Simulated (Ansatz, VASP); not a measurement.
## One calculation of GaN, two programs

Contents of INCAR:

```
  PREC = Accurate
  ENCUT = 520
  EDIFF = 1E-6
  ISMEAR = 0
  SIGMA = 0.05
  LREAL = F
  LASPH = T
  NELM = 60
  ALGO = Normal
  ISIF = 2
  LWAVE = F
  LCHARG = F
  GGA = PE
  NBANDS = 26
```

Contents of KPOINTS:

```
Automatic mesh
0
Gamma
  12 12 6
```

Contents of POSCAR:

```
GaN
1.0
    2.9489187316      0.0000000000      0.0000000000
   -1.4744593658      2.5538385353      0.0000000000
    0.0000000000      0.0000000000      6.2451750575
Ga N
2 2
Direct
    0.3333333333      0.6666666667      0.9991316875
    0.6666666667      0.3333333333      0.4991316875
    0.3333333333      0.6666666667      0.3758683125
    0.6666666667      0.3333333333      0.8758683125
```

Input for Ansatz:

```yaml
crystal:
  lattice:
    - [2.9489187316, 0.0, 0.0]
    - [-1.4744593658, 2.5538385353, 0.0]
    - [0.0, 0.0, 6.2451750575]
  atoms:
    - { symbol: Ga, position: [0.3333333333, 0.6666666667, 0.9991316875] }
    - { symbol: Ga, position: [0.6666666667, 0.3333333333, 0.4991316875] }
    - { symbol: "N", position: [0.3333333333, 0.6666666667, 0.3758683125] }
    - { symbol: "N", position: [0.6666666667, 0.3333333333, 0.8758683125] }
basis:
  ecutwfc: 420
kpoints:
  mp_grid: { grid: [12, 12, 6] }
hamiltonian:
  xc: pbe
scf:
  occupations: { method: gaussian, width: 0.05 }
output:
  forces: true
  stress: true
  eigenvalues: true
```

Alike in both runs: task single point; functional PBE; k mesh 12 × 12 × 6; occupations gaussian, width 0.05 eV; no spin polarisation.

```csv
,VASP,Ansatz
version,VASP 6.6.1,Ansatz 0.2.0
potentials or method,"VASP PAW PBE potentials, release 64 (Ga_d, N), cutoff 520 eV","scalar-relativistic, plane waves, PAW"
valence electrons in the cell,36,36
```

|  | VASP | Ansatz | Ansatz less VASP |
| --- | --- | --- | --- |
| gap on the k mesh at the Fermi level (eV) | none | none | - |
| pressure (GPa) | 15.6 | 15.7 | +0.09 |
| traceless stress, the component that is largest in VASP (GPa) | -48.53 | -48.31 | +0.226 |
| rms of the force components (eV/Å) | 0.178 | 0.190 | +0.0119 |

Atom by atom the forces differ by 0.012 eV/Å (rms over components). A gap of «none» marks a metal or a gap that the smearing closes.
